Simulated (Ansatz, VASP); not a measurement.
Zr2Ti3C5 in VASP and in Ansatz

Contents of INCAR:

```
SYSTEM = Zr2Ti3C5
  PREC = Accurate
  ENCUT = 520
  EDIFF = 1E-7
  ISMEAR = 0
  SIGMA = 0.2
  LREAL = .FALSE.
  LASPH = .TRUE.
  NELM = 80
  ALGO = Normal
  ISIF = 2
  LWAVE = .FALSE.
  LCHARG = .FALSE.
  GGA = PE
  NBANDS = 51
```

File KPOINTS:

```
regular mesh
0
G
  8 8 8
  0 0 0
```

Contents of POSCAR:

```
Zr2Ti3C5
1.0
   -1.5919014030      2.7572541106      0.0000000000
   -3.1838028060      0.0000000000      0.0000000000
   -1.5919014030      0.9190847035     12.9201309990
Zr Ti C
2 3 5
Direct
    0.7974181227      0.7974181227      0.6077456319
    0.2025818773      0.2025818773      0.3922543681
    0.6034695437      0.6034695437      0.1895913688
    1.0000000000      1.0000000000      0.0000000000
    0.3965304563      0.3965304563      0.8104086312
    0.3017293404      0.3017293404      0.0948119789
    0.6982706596      0.6982706596      0.9051880211
    0.0947867427      0.0947867427      0.7156397718
    0.5000000000      0.5000000000      0.5000000000
    0.9052132573      0.9052132573      0.2843602282
```

Input for Ansatz:

```yaml
crystal:
  lattice:
    - [-1.591901403, 2.7572541106, 0.0]
    - [-3.183802806, 0.0, 0.0]
    - [-1.591901403, 0.9190847035, 12.920130999]
  atoms:
    - { symbol: Zr, position: [0.7974181227, 0.7974181227, 0.6077456319] }
    - { symbol: Zr, position: [0.2025818773, 0.2025818773, 0.3922543681] }
    - { symbol: Ti, position: [0.6034695437, 0.6034695437, 0.1895913688] }
    - { symbol: Ti, position: [1.0, 1.0, 0.0] }
    - { symbol: Ti, position: [0.3965304563, 0.3965304563, 0.8104086312] }
    - { symbol: C, position: [0.3017293404, 0.3017293404, 0.0948119789] }
    - { symbol: C, position: [0.6982706596, 0.6982706596, 0.9051880211] }
    - { symbol: C, position: [0.0947867427, 0.0947867427, 0.7156397718] }
    - { symbol: C, position: [0.5, 0.5, 0.5] }
    - { symbol: C, position: [0.9052132573, 0.9052132573, 0.2843602282] }
basis:
  ecutwfc: 420
kpoints:
  mp_grid: { grid: [8, 8, 8] }
hamiltonian:
  xc: pbe
scf:
  occupations: { method: gaussian, width: 0.2 }
  lower_state_search: "off"
output:
  forces: true
  stress: true
  eigenvalues: true
```

Alike in both runs: task single point; functional PBE; k mesh 8 × 8 × 8; occupations gaussian, width 0.2 eV; no spin polarisation.

```csv
,VASP,Ansatz
version,VASP 6.6.1,Ansatz 0.2.0
potentials or method,"VASP PAW PBE potentials, release 64 (Zr_sv, Ti_sv, C), cutoff 520 eV","scalar-relativistic, plane waves, PAW"
valence electrons in the cell,80,80
```

|  | VASP | Ansatz | Ansatz less VASP |
| --- | --- | --- | --- |
| gap on the k mesh at the Fermi level (eV) | none | none | - |
| pressure (GPa) | 0.3 | 0.0 | -0.26 |
| traceless stress, the component that is largest in VASP (GPa) | -0.31 | -0.29 | +0.019 |
| rms of the force components (eV/Å) | 0.007 | 0.007 | -0.0002 |

Atom by atom the forces differ by 0.001 eV/Å (rms over components). A gap of «none» marks a metal or a gap that the smearing closes.
